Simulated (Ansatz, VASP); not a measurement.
# NaCl: VASP beside Ansatz

```xyz
2
Lattice="0.0000 2.8434 2.8434 2.8434 0.0000 2.8434 2.8434 2.8434 0.0000" Properties=species:S:1:pos:R:3 pbc="T T T"
Na    0.0000    0.0000    0.0000
Cl    2.8434    2.8434    2.8434
```

Alike in both runs: task relaxation of cell and atoms; functional LDA; k mesh 6 × 6 × 6; occupations gaussian, width 0.02 eV; no spin polarisation.

|  | VASP | Ansatz |
| --- | --- | --- |
| version | VASP 6.6.1 | Ansatz 0.2.0 |
| potentials or method | VASP PAW LDA potentials, release 64 (Na_pv, Cl), cutoff 500 eV | scalar-relativistic, plane waves, PAW |
| valence electrons in the cell | 14 | 16 |

```tsv
	VASP	Ansatz	Ansatz less VASP
gap on the k mesh at the Fermi level, each at its own relaxed structure (eV)	5.08	5.08	-0.005
relaxed volume (Å³/atom)	20.39	20.39	+0.002
relaxed cell length with the largest relative difference (Å)	3.864	3.864	+0.0001
```

Ansatz warns that its potentials were made for another functional, while VASP's fit it. LDA's correlation is that of Perdew and Zunger in VASP and of Perdew and Wang (1992) in Ansatz. VASP's potentials hold 14 valence electrons a cell and Ansatz's 16, so a difference there can come from the potentials and not from the codes.
